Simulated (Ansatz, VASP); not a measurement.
**Two plane-wave programs on Co**

Contents of INCAR:

```
SYSTEM = Co
PREC     = Accurate       ! precision mode
ENCUT    = 520            ! plane-wave cutoff, eV
EDIFF    = 1E-7           ! SCF threshold, eV
ISMEAR   = 0              ! smearing method
SIGMA    = 0.15           ! smearing width, eV
LREAL    = .False.        ! projectors in reciprocal space
LASPH    = .True.         ! aspherical terms in the spheres
NELM     = 150            ! most SCF steps
ALGO     = Normal         ! electronic algorithm
ISIF     = 2              ! what is computed and relaxed
LWAVE    = .False.        ! write WAVECAR
LCHARG   = .False.        ! write CHGCAR
ISPIN    = 2              ! spin polarisation
MAGMOM   = 2.05           ! initial moments
LORBIT   = 11             ! projections on sites
LMAXMIX  = 4              ! l up to which the mixer works
GGA      = PS             ! functional
NBANDS   = 14             ! bands
```

KPOINTS

```
Automatic mesh
0
Gamma
  24 24 24
  0 0 0
```

Contents of POSCAR:

```
Co
1.0
   -1.4023200000      1.4023200000      1.4023200000
    1.4023200000     -1.4023200000      1.4023200000
    1.4023200000      1.4023200000     -1.4023200000
Co
1
Direct
    0.0000000000      0.0000000000      0.0000000000
```

Input for Ansatz:

```yaml
crystal:
  lattice:
    - [-1.40232, 1.40232, 1.40232]
    - [1.40232, -1.40232, 1.40232]
    - [1.40232, 1.40232, -1.40232]
  atoms:
    - { symbol: Co, position: [0.0, 0.0, 0.0], spin: 2.05 }
basis:
  ecutwfc: 420
kpoints:
  mp_grid: { grid: [24, 24, 24] }
hamiltonian:
  xc: pbesol
scf:
  occupations: { method: gaussian, width: 0.15 }
output:
  forces: true
  stress: true
  eigenvalues: true
  populations: true
magnetization:
  spin_polarized: true
```

Alike in both runs: task single point; functional PBEsol; k mesh 24 × 24 × 24; occupations gaussian, width 0.15 eV; collinear spin.

|  | VASP | Ansatz |
| --- | --- | --- |
| version | VASP 6.6.1 | Ansatz 0.2.0 |
| potentials or method | VASP PAW PBE potentials, release 64 (Co), cutoff 520 eV | scalar-relativistic, plane waves, PAW |
| valence electrons in the cell | 9 | 17 |

|  | VASP | Ansatz | Ansatz less VASP |
| --- | --- | --- | --- |
| gap on the k mesh at the Fermi level (eV) | none | none | - |
| pressure (GPa) | -9.4 | -8.6 | +0.74 |
| net moment per atom (μB) | 1.73 | 1.75 | +0.013 |
| size of the moment on the site where the two differ most (μB) | 1.75 | 1.81 | +0.055 |

VASP's potentials were made for PBE, not for PBEsol. Site moments also hang on the region over which each program counts them. A gap of «none» marks a metal or a gap that the smearing closes. VASP's potentials hold 9 valence electrons a cell and Ansatz's 17, so a difference there can come from the potentials and not from the codes.
